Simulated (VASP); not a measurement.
Input of a VASP 6.6.1 run:

File INCAR:

```
SYSTEM = Mg
PREC     = Accurate       ! precision mode
ENCUT    = 520            ! plane-wave cutoff, eV
EDIFF    = 1E-6           ! SCF threshold, eV
ISMEAR   = 0              ! smearing method
SIGMA    = 0.15           ! smearing width, eV
LREAL    = .False.        ! projectors in reciprocal space
LASPH    = .True.         ! aspherical terms in the spheres
NELM     = 60             ! most SCF steps
ALGO     = Normal         ! electronic algorithm
ISIF     = 2              ! what is computed and relaxed
LWAVE    = .False.        ! write WAVECAR
LCHARG   = .False.        ! write CHGCAR
GGA      = CA             ! functional
NBANDS   = 7              ! bands
```

KPOINTS

```
regular mesh
0
Gamma
  18 18 16
  0 0 0
```

The input POSCAR:

```
Mg
1.0
    3.0502998005      0.0000000000      0.0000000000
   -1.5251499003      2.6416371164      0.0000000000
    0.0000000000      0.0000000000      3.1361826971
Mg
1
Direct
    0.0000000000      0.0000000000      0.0000000000
```

Potentials or basis: VASP PAW LDA potentials, release 64 (Mg).

The run is started by

```sh
$ cat potpaw_LDA.64/Mg/POTCAR > POTCAR
$ mpirun -np 1 vasp_std > vasp.out
```

(1) Predict the band gap on the k mesh.

(2) Predict the pressure.

Answers

(1) zero (band 1 reaches 4.81 eV, above the bottom of band 2 at -0.33 eV).

(2) -1.3 GPa.

Caveat: the cell differs from its parent crystal (strain +0.000 along x and y, +0.030 along z).
